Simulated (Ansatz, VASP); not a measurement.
**GaAs4 in VASP and in Ansatz**

Contents of INCAR:

```
ALGO = Normal
EDIFF = 1E-7
ENCUT = 520
GGA = PE
ISIF = 2
ISMEAR = 0
LASPH = True
LCHARG = False
LREAL = False
LWAVE = False
NBANDS = 24
NELM = 100
PREC = Accurate
SIGMA = 0.1
```

File KPOINTS:

```
k-points
0
Gamma
  4 4 4
```

Contents of POSCAR:

```
GaAs4
1.0
   -3.0109022700      3.0109022700      3.0109022700
    3.0109022700     -3.0109022700      3.0109022700
    3.0109022700      3.0109022700     -3.0109022700
Ga As
1 4
Direct
    0.0000000000      0.0000000000      0.0000000000
    0.0000000000      0.0000000000      0.5000000000
    0.5000000000      0.0000000000      0.0000000000
    0.5000000000      0.5000000000      0.5000000000
    0.0000000000      0.5000000000      0.0000000000
```

Input for Ansatz:

```yaml
crystal:
  lattice:
    - [-3.01090227, 3.01090227, 3.01090227]
    - [3.01090227, -3.01090227, 3.01090227]
    - [3.01090227, 3.01090227, -3.01090227]
  atoms:
    - { symbol: Ga, position: [0.0, 0.0, 0.0] }
    - { symbol: As, position: [0.0, 0.0, 0.5] }
    - { symbol: As, position: [0.5, 0.0, 0.0] }
    - { symbol: As, position: [0.5, 0.5, 0.5] }
    - { symbol: As, position: [0.0, 0.5, 0.0] }
basis:
  ecutwfc: 420
kpoints:
  mp_grid: { grid: [4, 4, 4] }
hamiltonian:
  xc: pbe
scf:
  occupations: { method: gaussian, width: 0.1 }
  lower_state_search: "off"
output:
  forces: true
  stress: true
  eigenvalues: true
```

Change from the starting cell: species swapped into the NiHg4 type (Im-3m, No. 229).

Alike in both runs: task single point; functional PBE; k mesh 4 × 4 × 4; occupations gaussian, width 0.1 eV; no spin polarisation.

|  | VASP | Ansatz |
| --- | --- | --- |
| version | VASP 6.6.1 | Ansatz 0.2.0 |
| potentials or method | VASP PAW PBE potentials, release 64 (Ga_d, As), cutoff 520 eV | scalar-relativistic, plane waves, PAW |
| valence electrons in the cell | 33 | 73 |

```csv
,VASP,Ansatz,Ansatz less VASP
gap on the k mesh at the Fermi level (eV),none,none,-
pressure (GPa),1.9,1.8,-0.13
```

A gap of «none» marks a metal or a gap that the smearing closes. The functional is the same, so the differences come from potentials, cutoffs and numerics. VASP's potentials hold 33 valence electrons a cell and Ansatz's 73, so a difference there can come from the potentials and not from the codes.

The k mesh is coarse, so the values compare programs but aren't converged.
